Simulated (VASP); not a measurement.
## Mn: single point with RPBE

The system is Mn.

```
Mn
1.0
     2.33278    0.00000    0.00000
     0.00000    2.33278    0.00000
     0.00000    0.00000    2.33278
Mn
1
Direct
  0.00000 0.00000 0.00000
```

This cell differs from its parent crystal: volume scaled by 1.04.

```yaml
Program: VASP 6.6.1
Task: single point
Functional: RPBE
Potentials_or_basis: VASP PAW PBE potentials, release 64 (Mn_pv)
Cutoff: 520 eV
k_mesh: 15 × 15 × 15
Occupations: fermi-dirac, width 0.1 eV
Spin: no spin polarisation
Dipole_correction: no
Further_INCAR_settings: ALGO = Normal; EDIFF = 1e-06; NBANDS = 12
```

```
Pressure : -6.9 GPa
```

Levels at points of the mesh, in eV from the Fermi level:
```
           k point  band 3  band 4  band 5  band 6  band 7  band 8  band 9  band 10
(0.00, 0.00, 0.00)  -47.82   -7.71   -3.39   -3.39    1.50    1.50    1.50    19.57
```

Run time: 13 s on 1 thread of Intel(R) Xeon(R) Platinum 8259CL CPU @ 2.50GHz (Skylake/Cascade Lake), with other jobs on the host, peak memory 0.13 GiB.

Caveat: the PAW data sets were made with another functional, which shifts forces and pressure a little; the run has no spin polarisation, though such a crystal can be magnetic. Spin polarisation is off, so any magnetic state and its effect on volume and gap are missing.
